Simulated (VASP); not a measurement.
Runs of VASP 6.6.1 on Si2Ru2N. The structure is that of space group P4/mmm (No. 123), or close to it. The cells are those of the table. 

```tsv
task	spin	cell	k mesh	cutoff (eV)	gap on the mesh (eV)	pressure (GPa)	moment (μB)	largest force (eV/Å)
single point	off	a = 3.348, b = 3.348, c = 6.206 Å, 5 atoms	12 × 12 × 6	520	none	0.0	-	0.01
relaxation of cell and atoms	off	relaxed from a = 3.345, b = 3.345, c = 6.197 Å, 5 atoms	12 × 12 × 6	600	none	0.0	-	0.01
single point	collinear, ferromagnetic start	a = 3.345, b = 3.345, c = 6.197 Å, 5 atoms	6 × 6 × 4	520	none	0.2	0.79	0.01
single point	collinear, ferromagnetic start	a = 3.232, b = 3.232, c = 7.453 Å, 5 atoms	6 × 6 × 4	520	none	(b)	(a)	2.31
```

Alike in all rows: level PBE; potentials or basis VASP PAW PBE potentials, release 64 (Si, Ru_pv, N); smearing gaussian 0.1 eV.

Task: Fill in the values left out.

Result: (a) 0.00; (b) 20.2.

Caveats: forces of over 1 eV/Å act on the atoms, so gaps and moduli don't describe the material at rest (some runs).

A k mesh can miss the band edges, and the runs leave out spin-orbit coupling on Ru.

A gap of «none» marks levels without a gap at the run's occupations.
